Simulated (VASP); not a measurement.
Here is a VASP 6.6.1 calculation.

Contents of INCAR:

```
ALGO = Fast
EDIFF = 1E-7
ENCUT = 520
GGA = PE
ISIF = 2
ISMEAR = 0
LASPH = True
LCHARG = True
LELF = True
LREAL = False
LVHAR = True
LWAVE = False
NBANDS = 25
NELM = 80
PREC = Accurate
SIGMA = 0.1
```

Contents of KPOINTS:

```
k-points
0
Gamma
  10 10 10
```

Contents of POSCAR:

```
Ba3Si
1.0
    5.3876236017      0.0000000000      0.0000000000
    0.0000000000      5.3876236017      0.0000000000
    0.0000000000      0.0000000000      5.3876236017
Ba Si
3 1
Direct
    0.0000000000      0.5000000000      0.5000000000
    0.5000000000      0.0000000000      0.5000000000
    0.5000000000      0.5000000000      0.0000000000
    0.0000000000      0.0000000000      0.0000000000
```

Potentials or basis: VASP PAW PBE potentials, release 64 (Ba_sv, Si).

Launch:

```sh
$ cat potpaw_PBE.64/Ba_sv/POTCAR potpaw_PBE.64/Si/POTCAR > POTCAR
$ mpirun -np 1 vasp_std > vasp.out
```

Q: Predict the band gap on the k mesh.

A: Zero (bands 17 and 18 overlap by 0.95 eV).

Q: Estimate the pressure.

A: 0.4 GPa.

Caveat: spin-orbit coupling is left out, which moves the levels of the heavy elements.
